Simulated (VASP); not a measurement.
# KSi32 (a cell with a defect) (K interstitial hop between voids) in VASP: single point with PBE

Aim: the single point of KSi32 (a cell with a defect) (K interstitial hop between voids) with PBE.

Everything below comes from runs of VASP 6.6.1. Logs are shortened: lines on timing, memory, paths and dates and some standing lists are left out, and cuts for length are marked.

**1. The cell of the first run**

The cell holds a defect, 33 atoms: a = 9.474 Å, b = 9.474 Å, c = 9.474 Å, α = 109.47°, β = 109.47°, γ = 109.47°.

**2. Single point, PBE**

The input, INCAR:

```
SYSTEM = KSi32
ALGO = Normal
EDIFF = 1E-6
ENCUT = 400
GGA = PE
GGA_COMPAT = .FALSE.
ISIF = 2
ISMEAR = -1
LASPH = .TRUE.
LCHARG = .TRUE.
LELF = .TRUE.
LREAL = Auto
LVHAR = .TRUE.
LWAVE = .FALSE.
NBANDS = 90
NELECT = 136.0
NELM = 120
PREC = Accurate
SIGMA = 0.01
```

The input, KPOINTS:

```
Automatic mesh
0
Gamma
  2 2 2
  0.5 0.5 0.5
```

The input, POSCAR:

```
KSi32
1.0
   -5.4697269700      5.4697269700      5.4697269700
    5.4697269700     -5.4697269700      5.4697269700
    5.4697269700      5.4697269700     -5.4697269700
Si K
32 1
Direct
   -0.0033961200     -0.0004292900      0.2458524900
    0.0024715600      0.2488105200      0.0024773100
    0.0024628300      0.5024997000      0.7487673600
   -0.0033995300      0.7458713400      0.4995400700
    0.2458309600     -0.0004315900     -0.0033938700
    0.2503090100      0.2532775600      0.7532455600
    0.2458386200      0.4966383400      0.4995358200
    0.2273532900      0.7273908800      0.2273478900
    0.4995200100     -0.0004309100      0.7717107900
    0.4995314000      0.2717474300      0.4995241300
    0.4995367200      0.4966397600      0.2458343800
    0.4995335800      0.7458727800     -0.0034002800
    0.7717111900     -0.0004272700      0.4995410600
    0.7532327000      0.2532665700      0.2503018500
    0.7487611500      0.5024999000      0.0024662700
    0.7532372700      0.7503431900      0.7532397300
    0.0148206300     -0.0004253200      0.4995524700
   -0.0004628200      0.2495681700      0.2495411900
   -0.0157566400      0.4842823700     -0.0157529600
   -0.0004665200      0.7495684400      0.7495378800
    0.2403462000     -0.0004310200      0.2403519400
    0.2495362900      0.2495706300     -0.0004589800
    0.2495327100      0.4995698200      0.7495346600
    0.2403404900      0.7403790800      0.4995251800
    0.4995279500     -0.0004281700      0.0148192900
    0.4995314700      0.2587564500      0.7587115200
    0.4995387800      0.5148629000      0.4995350100
    0.4995361300      0.7403876800      0.2403475400
    0.7587177400     -0.0004213700      0.7587309200
    0.7587167700      0.2587511300      0.4995329500
    0.7495366600      0.4995693000      0.2495376600
    0.7495372000      0.7495731000     -0.0004603400
    0.4995257800     -0.0004349700      0.4995294600
```

Potentials or basis: VASP PAW PBE potentials, release 64 (Si, K_sv).

Run with:

```bash
$ cat potpaw_PBE.64/Si/POTCAR potpaw_PBE.64/K_sv/POTCAR > POTCAR
$ mpirun -np 1 vasp_std > vasp.out
```

OUTCAR:

```text
SYSTEM = KSi32
   EDIFF = 1E-6
   ENCUT = 400
   GGA = PE
   ISIF = 2
   ISMEAR = -1
   LASPH = .TRUE.
   LREAL = Auto
   NELECT = 136.0
   NELM = 120
   PREC = Accurate

 ion  position               nearest neighbor table
   1  0.997  1.000  0.246-  21 2.33  18 2.35  32 2.35  17 2.35
   2  0.002  0.249  0.002-  29 2.33  18 2.35  22 2.35  19 2.35
   3  0.002  0.502  0.749-  30 2.33  20 2.35  23 2.35  19 2.35
   4  0.997  0.746  0.500-  24 2.33  20 2.35  31 2.35  17 2.35
   5  0.246  1.000  0.997-  21 2.33  20 2.35  22 2.35  25 2.35
   6  0.250  0.253  0.753-  26 2.33  23 2.35  22 2.35  17 2.35
   7  0.246  0.497  0.500-  24 2.33  18 2.35  23 2.35  27 2.35
   8  0.227  0.727  0.227-  19 2.30  21 2.50  28 2.50  24 2.50  33 2.58
   9  0.500  1.000  0.772-  25 2.30  26 2.50  24 2.50  29 2.50  33 2.58
  10  0.500  0.272  0.500-  27 2.30  21 2.50  30 2.50  26 2.50  33 2.58
  11  0.500  0.497  0.246-  28 2.33  22 2.35  31 2.35  27 2.35
  12  0.500  0.746  0.997-  28 2.33  23 2.35  32 2.35  25 2.35
  13  0.772  1.000  0.500-  17 2.30  30 2.50  28 2.50  29 2.50  33 2.58
  14  0.753  0.253  0.250-  30 2.33  31 2.35  18 2.35  25 2.35
  15  0.749  0.502  0.002-  26 2.33  31 2.35  32 2.35  19 2.35
  16  0.753  0.750  0.753-  29 2.33  20 2.35  32 2.35  27 2.35
  17  0.015  1.000  0.500-  13 2.30   4 2.35   1 2.35   6 2.35
  18  1.000  0.250  0.250-   7 2.35   2 2.35   1 2.35  14 2.35
  19  0.984  0.484  0.984-   8 2.30   3 2.35   2 2.35  15 2.35
  20  1.000  0.750  0.750-   4 2.35   3 2.35  16 2.35   5 2.35
  21  0.240  1.000  0.240-   5 2.33   1 2.33  10 2.50   8 2.50  33 2.84
  22  0.250  0.250  1.000-  11 2.35   6 2.35   5 2.35   2 2.35
  23  0.250  0.500  0.750-   6 2.35  12 2.35   7 2.35   3 2.35
  24  0.240  0.740  0.500-   4 2.33   7 2.33   8 2.50   9 2.50  33 2.84
  25  0.500  1.000  0.015-   9 2.30   5 2.35  14 2.35  12 2.35
  26  0.500  0.259  0.759-   6 2.33  15 2.33   9 2.50  10 2.50  33 2.84
  27  0.500  0.515  0.500-  10 2.30  11 2.35   7 2.35  16 2.35
  28  0.500  0.740  0.240-  12 2.33  11 2.33  13 2.50   8 2.50  33 2.84
  29  0.759  1.000  0.759-   2 2.33  16 2.33  13 2.50   9 2.50  33 2.84
  30  0.759  0.259  0.500-  14 2.33   3 2.33  13 2.50  10 2.50  33 2.84
  31  0.750  0.500  0.250-  11 2.35  14 2.35   4 2.35  15 2.35
  32  0.750  0.750  1.000-  16 2.35  15 2.35  12 2.35   1 2.35
  33  0.500  1.000  0.500-   8 2.58  13 2.58   9 2.58  10 2.58  21 2.84  24 2.84  26 2.84  28 2.84
                            30 2.84  29 2.84

  LATTYP: Found a body centered cubic cell.
 ALAT       =    10.9394539400

  Lattice vectors:

 A1 = (  -5.4697269700,   5.4697269700,   5.4697269700)
 A2 = (   5.4697269700,  -5.4697269700,   5.4697269700)
 A3 = (   5.4697269700,   5.4697269700,  -5.4697269700)

Analysis of symmetry for initial positions (statically):
=====================================================================
 Subroutine PRICEL returns:
 Original cell was already a primitive cell.

 Routine SETGRP: Setting up the symmetry group for a
 body centered cubic supercell.

 Subroutine GETGRP returns: Found  1 space group operations
 (whereof  1 operations were pure point group operations)
 out of a pool of 48 trial point group operations.

The static configuration has the point symmetry C_1 .

Analysis of symmetry for dynamics (positions and initial velocities):
=====================================================================
 Subroutine PRICEL returns:
 Original cell was already a primitive cell.

 Routine SETGRP: Setting up the symmetry group for a
 body centered cubic supercell.

 Subroutine GETGRP returns: Found  1 space group operations
 (whereof  1 operations were pure point group operations)
 out of a pool of 48 trial point group operations.

The dynamic configuration has the point symmetry C_1 .

 Subroutine INISYM returns: Found  1 space group operations
 (whereof  1 operations are pure point group operations),
 and found     1 'primitive' translations

----------------------------------------------------------------------------------------

                                     Primitive cell

  volume of cell :     654.5713

  direct lattice vectors                    reciprocal lattice vectors
    -5.469726970  5.469726970  5.469726970     0.000000000  0.091412241  0.091412241
     5.469726970 -5.469726970  5.469726970     0.091412241  0.000000000  0.091412241
     5.469726970  5.469726970 -5.469726970     0.091412241  0.091412241  0.000000000

  length of vectors
     9.473845016  9.473845016  9.473845016     0.129276431  0.129276431  0.129276431

  position of ions in fractional coordinates (direct lattice)
     0.996603880  0.999570710  0.245852490
     0.002471560  0.248810520  0.002477310
     0.002462830  0.502499700  0.748767360
     0.996600470  0.745871340  0.499540070
     0.245830960  0.999568410  0.996606130
     0.250309010  0.253277560  0.753245560
[... 25 lines left out ...]
     0.749537200  0.749573100  0.999539660
     0.499525780  0.999565030  0.499529460

  ion indices of the primitive-cell ions
   primitive index   ion index
                 1           1
                 2           2
                 3           3
                 4           4
                 5           5
                 6           6
[... 25 lines left out ...]
                32          32
                33          33

----------------------------------------------------------------------------------------

 KPOINTS: Automatic mesh

Automatic generation of k-mesh.
 Grid dimensions read from file:
 generate k-points for:    2    2    2

 Generating k-lattice:

  Cartesian coordinates                     Fractional coordinates (reciprocal lattice)
     0.000000000  0.045706121  0.045706121     0.500000000  0.000000000  0.000000000
     0.045706121  0.000000000  0.045706121     0.000000000  0.500000000  0.000000000
     0.045706121  0.045706121  0.000000000     0.000000000  0.000000000  0.500000000

  Length of vectors
     0.064638215  0.064638215  0.064638215

  Shift w.r.t. Gamma in fractional coordinates (k-lattice)
     0.500000000  0.500000000  0.500000000

 Subroutine IBZKPT returns following result:
 ===========================================

 Found      4 irreducible k-points:

 Following reciprocal coordinates:
            Coordinates               Weight
  0.250000  0.250000  0.250000      2.000000
 -0.250000  0.250000  0.250000      2.000000
  0.250000 -0.250000  0.250000      2.000000
  0.250000  0.250000 -0.250000      2.000000
   k-points           NKPTS =      4   k-points in BZ     NKDIM =      4   number of bands    NBANDS=     90
   number of dos      NEDOS =    301   number of ions     NIONS =     33
   total plane-waves  NPLWV = 262144
   dimension x,y,z NGX =    64 NGY =   64 NGZ =   64
   dimension x,y,z NGXF=   128 NGYF=  128 NGZF=  128
   ions per type =              32   1
   NGX,Y,Z   is equivalent  to a cutoff of  11.23, 11.23, 11.23 a.u.
   NGXF,Y,Z  is equivalent  to a cutoff of  22.46, 22.46, 22.46 a.u.
 SYSTEM =  KSi32
   PREC   = accura    normal or accurate (medium, high low for compatibility)
   ISTART =      0    job   : 0-new  1-cont  2-samecut
   ICHARG =      2    charge: 1-file 2-atom 10-const
   ISPIN  =      1    spin polarized calculation?
   LNONCOLLINEAR =      F non collinear calculations
   LSORBIT =      F    spin-orbit coupling
   LASPH  =      T    aspherical Exc in radial PAW
   ENCUT  =  400.0 eV  29.40 Ry    5.42 a.u.  15.45 15.45 15.45*2*pi/ulx,y,z
   NELM   =    120;   NELMIN=  2; NELMDL= -5     # of ELM steps
   EDIFF  = 0.1E-05   stopping-criterion for ELM
   LREAL  =      T    real-space projection
   EDIFFG = 0.1E-04   stopping-criterion for IOM
   NSW    =      0    number of steps for IOM
   IBRION =     -1    ionic relax: 0-MD 1-quasi-New 2-CG
   NFREE  =      0    steps in history (QN), initial steepest desc. (CG)
   ISIF   =      2    stress and relaxation
   ISYM   =      2    0-nonsym 1-usesym 2-fastsym
   POTIM  = 0.5000    time-step for ionic-motion
   TEBEG  =    0.0;   TEEND  =   0.0 temperature during run
   PSTRESS=    0.0 pullay stress
   NELECT =     136.0000    total number of electrons
   NUPDOWN=      -1.0000    fix difference up-down
   EMIN   =  10.00;   EMAX   =-10.00  energy-range for DOS
   EFERMI =   0.00;   METHOD = LEGACY
   ISMEAR =    -1;   SIGMA  =   0.01  broadening in eV -4-tet -1-fermi 0-gaus
   EFERMI_NEDOS =   21; number of points for ismear=-14 and -15
   IALGO  =     38    algorithm
   IMIX   =      4    mixing-type and parameters
     AMIX     =   0.40;   BMIX     =  1.00
     AMIX_MAG =   1.60;   BMIX_MAG =  1.00
  volume/ion in A,a.u.               =      19.84       133.86
  Fermi-wavevector in a.u.,A,eV,Ry     =   0.969621  1.832319 12.791728  0.940165
  Thomas-Fermi vector in A             =   2.099689
   LORBIT       =      0    0 simple, 1 ext, 2 COOP (PROOUT), +10 PAW based schemes
   GGA     = PE    functional components
   LHFCALC =     F    Hartree Fock is set to
   AEXX    =    0.0000 exact exchange contribution
   IVDW    =     0    specifies the selected vdW correction
   LEPSILON=     F    determine dielectric tensor
   LRPA    =     F    only Hartree local field effects (RPA)
 non-spin polarized calculation
  energy-cutoff  :      400.00
  volume of cell :      654.57
 maximum number of plane-waves:     11882
 NGX is ok and might be reduce to    64
   NGX = 31   NGY = 31   NGZ = 31

 number of electron     135.9999991 magnetization

 Free energy of the ion-electron system (eV)
  ---------------------------------------------------
  ext. energy  EPLUGINS =         0.00000000
  ---------------------------------------------------
  free energy    TOTEN  =      -176.58366192 eV

  energy without entropy =     -176.58366192  energy(sigma->0) =     -176.58366192

 E-fermi :   5.3470     XC(G=0):  -9.4365

 val. band max:        5.0342511830   @ k =   0.2500   0.2500   0.2500
 cond. band min:       6.3452332625   @ k =  -0.2500   0.2500   0.2500
 fundamental gap:      1.3109820795
 Fermi energy:         5.3470127892

 k-point     1 :       0.2500    0.2500    0.2500
  band No.  band energies     occupation
      1     -24.1665      2.00000
      2      -8.3585      2.00000
      3      -8.3584      2.00000
      4      -8.3584      2.00000
      5      -5.2547      2.00000
      6      -5.2547      2.00000
[... 72 lines left out ...]
     79       7.3790      0.00000
     80       7.4578      0.00000

 k-point     2 :      -0.2500    0.2500    0.2500
  band No.  band energies     occupation
      1     -24.1665      2.00000
      2      -8.3585      2.00000
      3      -8.3579      2.00000
      4      -8.3578      2.00000
      5      -5.7448      2.00000
      6      -4.8102      2.00000
[... 72 lines left out ...]
     79       8.1001      0.00000
     80       8.1477      0.00000

 k-point     3 :       0.2500   -0.2500    0.2500
  band No.  band energies     occupation
      1     -24.1665      2.00000
      2      -8.3585      2.00000
      3      -8.3578      2.00000
      4      -8.3578      2.00000
      5      -5.7448      2.00000
      6      -4.8102      2.00000
[... 72 lines left out ...]
     79       8.1001      0.00000
     80       8.1477      0.00000

 k-point     4 :       0.2500    0.2500   -0.2500
  band No.  band energies     occupation
      1     -24.1665      2.00000
      2      -8.3585      2.00000
      3      -8.3579      2.00000
      4      -8.3578      2.00000
      5      -5.7448      2.00000
      6      -4.8102      2.00000
[... 72 lines left out ...]
     79       8.1001      0.00000
     80       8.1477      0.00000
 [bands above 80 left out]

------------------------ aborting loop because EDIFF is reached ----------------------------------------

  FORCE on cell =-STRESS in cart. coord.  units (eV):
  Direction    XX          YY          ZZ          XY          YZ          ZX
  --------------------------------------------------------------------------------------
  -------------------------------------------------------------------------------------
  Total        5.5882253      5.5892982      5.5881174      0.0025702      0.0023819      0.0022609
  in kB       13.6781561     13.6807820     13.6778920      0.0062910      0.0058301      0.0055339
  external PRESSURE =      13.6789434 kB  Pullay stress =       0.0000000 kB

 VOLUME and BASIS-vectors are now :
 -----------------------------------------------------------------------------
  energy-cutoff  :      400.00
  volume of cell :      654.57
      direct lattice vectors                 reciprocal lattice vectors
    -5.469726970  5.469726970  5.469726970     0.000000000  0.091412241  0.091412241
     5.469726970 -5.469726970  5.469726970     0.091412241  0.000000000  0.091412241
     5.469726970  5.469726970 -5.469726970     0.091412241  0.091412241  0.000000000

 POSITION                                       TOTAL-FORCE (eV/Angst)
 -----------------------------------------------------------------------------------
      1.36097      1.32852      9.57378         0.021337     -0.000517     -0.020490
      1.36096     -1.33386      1.36089         0.020369      0.000855      0.020423
      6.83062      1.36049     -1.33355         0.020622      0.020791      0.000738
      1.36093      4.10377      6.79850         0.021412     -0.020715     -0.000095
      9.57390      1.32843      1.36083        -0.020644     -0.000303      0.021898
      4.13628      4.10381     -1.36557         0.000959     -0.020675     -0.020841
[... 25 lines left out ...]
      5.46741      5.46701      2.73252        -0.000528     -0.000706     -0.000671
      5.46737     -0.00279      5.46733         0.000082      0.000253     -0.000076
 -----------------------------------------------------------------------------------
    total drift:                               -0.005296     -0.006426     -0.005064

  FREE ENERGIE OF THE ION-ELECTRON SYSTEM (eV)
  ---------------------------------------------------
  free  energy   TOTEN  =      -176.5836619219 eV

  energy  without entropy=     -176.5836619219  energy(sigma->0) =     -176.58366192
```

Wall time 6.7 min (1 thread of Intel Xeon Platinum 8488C (Sapphire Rapids), shared host); peak memory 0.57 GiB.

What came out:

```yaml
Free_energy: -176.5837 eV
Largest_force: 0.143 eV/Å
```

Forces in eV/Å, atoms in the order of the input:
```
Si   0.021 -0.001 -0.020
Si   0.020  0.001  0.020
Si   0.021  0.021  0.001
Si   0.021 -0.021  0.000
Si  -0.021  0.000  0.022
Si   0.001 -0.021 -0.021
Si  -0.021  0.022  0.000
Si  -0.082 -0.082 -0.082
Si   0.083  0.083 -0.082
Si   0.083 -0.082  0.083
Si   0.000  0.022 -0.021
Si   0.000 -0.021  0.022
Si  -0.082  0.083  0.083
Si  -0.021 -0.020  0.001
Si   0.001  0.021  0.021
Si  -0.020  0.001 -0.021
Si  -0.021  0.020  0.020
Si  -0.001 -0.001 -0.001
Si  -0.021 -0.021 -0.021
Si  -0.001 -0.001 -0.001
Si   0.000  0.008  0.000
Si  -0.001 -0.001 -0.001
Si   0.000 -0.001 -0.001
Si   0.000  0.000  0.008
Si   0.020  0.020 -0.021
Si  -0.008  0.001  0.000
Si   0.020 -0.021  0.020
Si   0.008  0.000  0.000
Si   0.000 -0.009  0.000
Si   0.001  0.000 -0.008
Si  -0.001 -0.001 -0.001
Si  -0.001 -0.001 -0.001
K    0.000  0.000  0.000
```

Levels at points of the mesh, in eV from the Fermi level:
```tsv
k point	band 65	band 66	band 67	band 68	band 69	band 70	band 71	band 72
(0.25, 0.25, 0.25)	-0.32	-0.31	-0.31	-0.31	1.71	1.71	1.71	1.77
```

Caveat: the cell carries a net charge on a neutralising background, which shifts energy and pressure; the cell is charged against a uniform background, so pressure and absolute levels hang on convention.
